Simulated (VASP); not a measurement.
# CuNi2O3 (I4/mmm) in VASP: relaxation of cell and atoms with PBE

Aim: the relaxation of cell and atoms of CuNi2O3 with PBE.

Everything below comes from runs of VASP 6.6.1. Logs are shortened: lines on timing, memory, paths and dates and some standing lists are left out, and cuts for length are marked.

### 1 The cell of the first run

The structure is tetragonal, space group I4/mmm (No. 139). Conventional cell: a = 2.950 Å, b = 2.950 Å, c = 13.100 Å, α = 90.00°, β = 90.00°, γ = 90.00°. Cu (site symmetry 4/mmm) has 6 O at 2.09 to 2.25 Å within 2.8 Å. Ni (site symmetry 4mm) has 6 O at 2.09 to 2.15 Å within 2.8 Å. Within 2.8 Å of O (site symmetry 4mm) lie 5 Ni at 2.09 to 2.15 Å and 1 Cu at 2.25 Å. O (site symmetry 4/mmm) has 4 Cu at 2.09 Å and 2 Ni at 2.15 Å within 2.8 Å.

### 2 Relaxation of cell and atoms, PBE, collinear spin, ferromagnetic start

The input, INCAR:

```
SYSTEM = CuNi2O3
PREC     = Accurate       ! precision mode
ENCUT    = 600            ! plane-wave cutoff, eV
EDIFF    = 1E-6           ! SCF threshold, eV
ISMEAR   = 0              ! smearing method
SIGMA    = 0.15           ! smearing width, eV
LREAL    = .FALSE.        ! projectors in reciprocal space
LASPH    = .TRUE.         ! aspherical terms in the spheres
NELM     = 150            ! most SCF steps
ALGO     = Normal         ! electronic algorithm
ISIF     = 3              ! what is computed and relaxed
LWAVE    = .FALSE.        ! write WAVECAR
LCHARG   = .FALSE.        ! write CHGCAR
ISPIN    = 2              ! spin polarisation
MAGMOM   = 1 2 2 0 0 0    ! initial moments
LORBIT   = 11             ! projections on sites
LMAXMIX  = 4              ! l up to which the mixer works
GGA      = PE             ! functional
IBRION   = 2              ! ionic algorithm
NSW      = 36             ! ionic steps
EDIFFG   = -0.08          ! ionic threshold
```

The input, KPOINTS:

```
regular mesh
0
G
  6 6 6
  0 0 0
```

The input, POSCAR:

```
CuNi2O3
1.0
   -1.4750000000      1.4750000000      6.5500000000
    1.4750000000     -1.4750000000      6.5500000000
    1.4750000000      1.4750000000     -6.5500000000
Cu Ni O
1 2 3
Direct
    0.0000000000      0.0000000000      0.0000000000
    0.6640000000      0.6640000000      0.0000000000
    0.3360000000      0.3360000000      0.0000000000
    0.1720000000      0.1720000000      0.0000000000
    0.8280000000      0.8280000000      0.0000000000
    0.5000000000      0.5000000000      0.0000000000
```

Potentials or basis: VASP PAW PBE potentials, release 64 (Cu, Ni, O).

Launch:

```
> cat potpaw_PBE.64/Cu/POTCAR potpaw_PBE.64/Ni/POTCAR potpaw_PBE.64/O/POTCAR > POTCAR
> mpirun -np 1 vasp_std > vasp.out
```

OUTCAR:

```text
SYSTEM = CuNi2O3
   PREC = Accurate
   ENCUT = 600
   EDIFF = 1E-6
   ISMEAR = 0
   LREAL = .FALSE.
   LASPH = .TRUE.
   NELM = 150
   ISIF = 3
   ISPIN = 2
   LORBIT = 11
   GGA = PE
   IBRION = 2
   NSW = 36
   EDIFFG = -0.08

 ion  position               nearest neighbor table
   1  0.000  0.000  0.000-   6 2.09   6 2.09   6 2.09   6 2.09   5 2.25   4 2.25
   2  0.664  0.664  0.000-   4 2.09   4 2.09   4 2.09   4 2.09   6 2.15   5 2.15   3 3.07   3 3.07
                             3 3.07   3 3.07
   3  0.336  0.336  0.000-   5 2.09   5 2.09   5 2.09   5 2.09   6 2.15   4 2.15   2 3.07   2 3.07
                             2 3.07   2 3.07
   4  0.172  0.172  0.000-   2 2.09   2 2.09   2 2.09   2 2.09   3 2.15   1 2.25
   5  0.828  0.828  0.000-   3 2.09   3 2.09   3 2.09   3 2.09   2 2.15   1 2.25
   6  0.500  0.500  0.000-   1 2.09   1 2.09   1 2.09   1 2.09   3 2.15   2 2.15

  LATTYP: Found a body centered tetragonal cell.
 ALAT       =     2.9500000000
 C/A-ratio  =     4.4406779661

  Lattice vectors:

 A1 = (  -1.4750000000,   1.4750000000,   6.5500000000)
 A2 = (   1.4750000000,  -1.4750000000,   6.5500000000)
 A3 = (   1.4750000000,   1.4750000000,  -6.5500000000)

Analysis of symmetry for initial positions (statically):
=====================================================================
 Subroutine PRICEL returns:
 Original cell was already a primitive cell.

 Routine SETGRP: Setting up the symmetry group for a
 body centered tetragonal supercell.

 Subroutine GETGRP returns: Found 16 space group operations
 (whereof 16 operations were pure point group operations)
 out of a pool of 16 trial point group operations.

The static configuration has the point symmetry D_4h.

Analysis of symmetry for dynamics (positions and initial velocities):
=====================================================================
 Subroutine PRICEL returns:
 Original cell was already a primitive cell.

 Routine SETGRP: Setting up the symmetry group for a
 body centered tetragonal supercell.

 Subroutine GETGRP returns: Found 16 space group operations
 (whereof 16 operations were pure point group operations)
 out of a pool of 16 trial point group operations.

The dynamic configuration has the point symmetry D_4h.

Analysis of structural, dynamic, and magnetic symmetry:
=====================================================================
 Subroutine PRICEL returns:
 Original cell was already a primitive cell.

 Routine SETGRP: Setting up the symmetry group for a
 body centered tetragonal supercell.

 Subroutine GETGRP returns: Found 16 space group operations
 (whereof 16 operations were pure point group operations)
[... 133 lines left out ...]
  Thomas-Fermi vector in A             =   2.660376
   LORBIT       =     11    0 simple, 1 ext, 2 COOP (PROOUT), +10 PAW based schemes
   GGA     = PE    functional components
   LHFCALC =     F    Hartree Fock is set to
   AEXX    =    0.0000 exact exchange contribution
   IVDW    =     0    specifies the selected vdW correction
   LEPSILON=     F    determine dielectric tensor
   LRPA    =     F    only Hartree local field effects (RPA)
 conjugate gradient relaxation of ions
 spin polarized calculation
 Gauss-broadening in eV      SIGMA  =   0.15
  energy-cutoff  :      600.00
  volume of cell :       57.00
 maximum number of plane-waves:      1926
   NGX = 27   NGY = 27   NGZ = 27

--------------------------------------- Ionic step        1  -------------------------------------------

 number of electron      49.0000003 magnetization       3.3100156

 Free energy of the ion-electron system (eV)
  ---------------------------------------------------
  ext. energy  EPLUGINS =         0.00000000
  ---------------------------------------------------
  free energy    TOTEN  =       -32.61687277 eV

  energy without entropy =      -32.58580954  energy(sigma->0) =      -32.60134115

------------------------ aborting loop because EDIFF is reached ----------------------------------------

  FORCE on cell =-STRESS in cart. coord.  units (eV):
  Direction    XX          YY          ZZ          XY          YZ          ZX
  --------------------------------------------------------------------------------------
  -------------------------------------------------------------------------------------
  Total       -0.3391715     -0.3391715     -1.1386015      0.0000000     -0.0000000      0.0000000
  in kB       -9.5333306     -9.5333306    -32.0034655      0.0000000     -0.0000000      0.0000000
  external PRESSURE =     -17.0233756 kB  Pullay stress =       0.0000000 kB
[... 187 lines left out ...]
--------------------------------------- Ionic step        6  -------------------------------------------

 number of electron      49.0000007 magnetization       3.2458685

 Free energy of the ion-electron system (eV)
  ---------------------------------------------------
  ext. energy  EPLUGINS =         0.00000000
  ---------------------------------------------------
  free energy    TOTEN  =       -32.65939549 eV

  energy without entropy =      -32.62833400  energy(sigma->0) =      -32.64386474

 E-fermi :   7.0202     XC(G=0): -12.4667

 val. band max:        7.0116246872   @ k =   0.1667   0.1667   0.0000
 cond. band min:       7.0324527679   @ k =   0.1667   0.1667   0.0000
 fundamental gap:      0.0208280807
 Fermi energy:         7.0202499114

 spin component 1

 k-point     1 :       0.0000    0.0000    0.0000
  band No.  band energies     occupation
      1     -12.9325      1.00000
      2     -11.9242      1.00000
      3     -11.8246      1.00000
      4       0.4119      1.00000
      5       0.5593      1.00000
      6       2.9156      1.00000
[... 829 lines left out ...]
     31      16.9452      0.00000
     32      18.2967      0.00000

 [... further k-points ...]

 spin component 2

 k-point     1 :       0.0000    0.0000    0.0000
  band No.  band energies     occupation
      1     -12.6451      1.00000
      2     -11.7734      1.00000
      3     -11.4038      1.00000
      4       0.8099      1.00000
      5       0.9241      1.00000
      6       3.3435      1.00000
[... 864 lines left out ...]
  FREE ENERGIE OF THE ION-ELECTRON SYSTEM (eV)
  ---------------------------------------------------
  free  energy   TOTEN  =       -32.6593954893 eV

  energy  without entropy=      -32.6283339966  energy(sigma->0) =      -32.64386474

 reached required accuracy - stopping structural energy minimisation

 total charge

# of ion       s       p       d       tot
------------------------------------------
    1        0.303   0.301   9.197   9.801
    2        0.333   0.398   8.217   8.948
    3        0.333   0.398   8.217   8.948
    4        1.560   3.398   0.000   4.957
    5        1.560   3.398   0.000   4.957
    6        1.565   3.372   0.000   4.938
--------------------------------------------------
tot          5.653  11.265  25.630  42.549

 magnetization (x)

# of ion       s       p       d       tot
------------------------------------------
    1       -0.001   0.002  -0.125  -0.124
    2        0.009   0.014   1.377   1.400
    3        0.009   0.014   1.377   1.400
    4        0.022   0.201   0.000   0.223
    5        0.022   0.201   0.000   0.223
    6        0.006   0.026   0.000   0.032
--------------------------------------------------
tot          0.068   0.458   2.629   3.155
```

OSZICAR:

```text
N       E                     dE             d eps       ncg     rms          rms(c)
DAV:   1     0.493326992942E+03    0.49333E+03   -0.25654E+04  3952   0.241E+03
DAV:   2     0.318846702936E+02   -0.46144E+03   -0.43048E+03  3944   0.481E+02
[... 68 lines left out ...]
DAV:   3    -0.326617761117E+02    0.32517E-04   -0.30085E-02  5184   0.474E+00    0.651E-01
DAV:   4    -0.326595040669E+02    0.22720E-02   -0.64035E-03  6392   0.206E+00    0.156E-01
DAV:   5    -0.326594160459E+02    0.88021E-04   -0.57675E-04  6056   0.409E-01    0.577E-02
DAV:   6    -0.326594064179E+02    0.96280E-05   -0.10857E-04  6752   0.135E-01    0.425E-02
DAV:   7    -0.326593955244E+02    0.10894E-04   -0.34992E-05  5352   0.125E-01    0.134E-02
DAV:   8    -0.326593954893E+02    0.35112E-07   -0.77275E-06  5544   0.304E-02
   6 F= -.32659395E+02 E0= -.32643865E+02  d E =-.100777E-02  mag=     3.2463
```

CONTCAR:

```text
CuNi2O3
   1.00000000000000
    -1.4773989292024072    1.4773989292024072    6.4776615325740172
     1.4773989292024072   -1.4773989292024072    6.4776615325740172
     1.4773989292024072    1.4773989292024072   -6.4776615325740172
  Cu              Ni              O
     1     2     3
Direct
     0.0000000000000000    0.0000000000000000    0.0000000000000000
     0.6669263219374723    0.6669263219374723    0.0000000000000000
     0.3330736780625277    0.3330736780625277    0.0000000000000000
     0.1750720671966443    0.1750720671966443    0.0000000000000000
     0.8249279328033557    0.8249279328033557    1.0000000000000000
     0.5000000000000000    0.5000000000000000    0.0000000000000000

  0.00000000E+00  0.00000000E+00  0.00000000E+00
  0.00000000E+00  0.00000000E+00  0.00000000E+00
  0.00000000E+00  0.00000000E+00  0.00000000E+00
  0.00000000E+00  0.00000000E+00  0.00000000E+00
  0.00000000E+00  0.00000000E+00  0.00000000E+00
  0.00000000E+00  0.00000000E+00  0.00000000E+00
```

Run time: 37 min. Hardware: 1 thread of Intel Xeon Platinum 8488C (Sapphire Rapids), shared host; peak memory 0.64 GiB.

What came out:

```
Free energy                                           : -32.6594 eV
Relaxed volume                                        : 9.43 Å³/atom
Relaxed cell                                          : a = 6.806 Å, b = 6.806 Å, c = 6.806 Å, α = 154.93°, β = 154.93°, γ = 35.75°
Space group after relaxing (to 0.1 Å)                 : I4/mmm (No. 139)
Energy gained by relaxing                             : 7.1 meV/atom
Ionic steps                                           : 6
Pressure after relaxing                               : -0.1 GPa
Largest force after relaxing                          : 0.058 eV/Å
Net moment                                            : 3.25 μB per cell
Site moments                                          : Cu -0.12; Ni +1.40; O +0.22, +0.03 (each value once) μB
Valence electrons inside the program's atomic spheres : Cu 9.80; Ni 8.95; O 4.96, 4.94 (each value once)
```

Forces in eV/Å, atoms in the order of the input:
```
Cu   0.000  0.000  0.000
Ni   0.000  0.000 -0.018
Ni   0.000  0.000  0.018
O    0.000  0.000  0.058
O    0.000  0.000 -0.058
O    0.000  0.000  0.000
```

Step by step:
```
step  energy change (eV)  largest force (eV/Å)  pressure (GPa)  volume (Å³)
   1              0.0000                0.4638           -1.70        57.00
   2             -0.0305                0.2449            0.91        56.17
   3             -0.0336                0.1771            2.21        55.81
   4             -0.0410                0.1332           -0.09        56.56
   5             -0.0415                0.0927            0.34        56.41
   6             -0.0425                0.0580           -0.14        56.56
```

Final structure:
```cif
data_structure
_symmetry_space_group_name_H-M 'P 1'
_symmetry_Int_Tables_number 1
_cell_length_a 6.8063
_cell_length_b 6.8063
_cell_length_c 6.8063
_cell_angle_alpha 154.927
_cell_angle_beta 154.927
_cell_angle_gamma 35.754
_cell_volume 56.56
loop_
_atom_site_label
_atom_site_type_symbol
_atom_site_fract_x
_atom_site_fract_y
_atom_site_fract_z
_atom_site_occupancy
Cu1 Cu 0.00000 0.00000 0.00000 1
Ni1 Ni 0.66693 0.66693 0.00000 1
Ni2 Ni 0.33307 0.33307 0.00000 1
O1 O 0.17507 0.17507 0.00000 1
O2 O 0.82493 0.82493 0.00000 1
O3 O 0.50000 0.50000 0.00000 1
```

Levels at points of the mesh, in eV from the Fermi level:
Spin up:
```
           k point  band 25  band 26  band 27  band 28  band 29  band 30
(0.00, 0.00, 0.00)    -1.40    -1.40    -1.06     1.36     5.84     6.17
(0.50, 0.00, 0.00)     0.30     0.37     0.87     5.47     6.39     6.84
(0.50, 0.50, 0.00)    -1.38    -1.36    -0.92     5.64     7.10     7.80
(0.50, 0.50, 0.50)    -1.55    -1.46    -1.11     3.03     3.90     6.04
```
Spin down:
```tsv
k point	band 19	band 20	band 21	band 22	band 23	band 24	band 25	band 26	band 27	band 28
(0.00, 0.00, 0.00)	-1.70	-0.95	-0.95	-0.77	-0.77	-0.45	-0.28	0.03	0.48	1.56
(0.50, 0.00, 0.00)	-0.92	-0.76	-0.69	-0.51	0.73	0.89	1.81	2.20	2.20	5.58
(0.50, 0.50, 0.00)	-1.24	-1.00	-0.97	-0.76	-0.76	0.26	0.28	0.36	0.74	5.75
(0.50, 0.50, 0.50)	-1.26	-0.93	-0.93	-0.89	-0.89	-0.46	-0.27	0.26	0.41	3.21
```

Caveat: the k points lie up to 0.36 Å⁻¹ apart in the final cell; semilocal functionals often make such compounds metallic where correlation or magnetic order opens a gap, which also shifts bond lengths; the relaxation stopped at a loose force limit of 0.08 eV/Å, so its end isn't a converged minimum.
